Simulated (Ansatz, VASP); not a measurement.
# MnHg: VASP beside Ansatz

Contents of INCAR:

```
ALGO = Normal ; EDIFF = 1E-8
ENCUT = 520 ; GGA = PE
ISIF = 2 ; ISMEAR = -1
ISPIN = 2 ; LASPH = T
LCHARG = F ; LEFG = T
LMAXMIX = 4 ; LORBIT = 11
LREAL = F ; LWAVE = F
MAGMOM = 4 0 ; NBANDS = 24
NELM = 150 ; PREC = Accurate
SIGMA = 0.08
```

File KPOINTS:

```
k-points
0
Gamma
  11 11 11
```

File POSCAR:

```
MnHg
1.0
    3.3586234237      0.0000000000      0.0000000000
    0.0000000000      3.3586234237      0.0000000000
    0.0000000000      0.0000000000      3.3586234237
Mn Hg
1 1
Direct
    0.5000000000      0.5000000000      0.5000000000
    0.0000000000      0.0000000000      0.0000000000
```

Input for Ansatz:

```yaml
crystal:
  lattice:
    - [3.3586234237, 0.0, 0.0]
    - [0.0, 3.3586234237, 0.0]
    - [0.0, 0.0, 3.3586234237]
  atoms:
    - { symbol: Mn, position: [0.5, 0.5, 0.5], spin: 4.0 }
    - { symbol: Hg, position: [0.0, 0.0, 0.0] }
magnetization:
  spin_polarized: true
kpoints:
  mp_grid: { grid: [11, 11, 11] }
scf:
  occupations: { method: fermi_dirac, width: 0.08 }
hamiltonian:
  xc: pbe
  pseudopotentials: { kind: paw }
output:
  forces: true
  stress: true
  eigenvalues: true
  efg: { contact_densities: true }
```

Change from the starting cell: volume scaled by 1.04, PAW files.

Alike in both runs: task electric field gradients; functional PBE; k mesh 11 × 11 × 11; occupations fermi-dirac, width 0.08 eV; collinear spin.

|  | VASP | Ansatz |
| --- | --- | --- |
| version | VASP 6.6.1 | Ansatz 0.2.0 |
| potentials or method | VASP PAW PBE potentials, release 64 (Mn_pv, Hg) | PAW with Ansatz's default frozen-core files, scalar-relativistic |
| plane-wave cutoff (eV) | 520 | 420 |
| valence electrons in the cell | 25 | 35 |

Ansatz gave:

* pressure (GPa): -2.2
* net moment per atom (μB): 2.00
* size of the moment on the site where the two differ most (μB): 3.97

Problem. Estimate VASP's values.

Solution. Pressure (GPa): -1.8; net moment per atom (μB): 2.00; size of the moment on the site where the two differ most (μB): 3.90.

Site moments also hang on the region over which each program counts them. VASP's potentials hold 25 valence electrons a cell and Ansatz's 35, so a difference there can come from the potentials and not from the codes.

Neither program's run includes spin-orbit coupling.
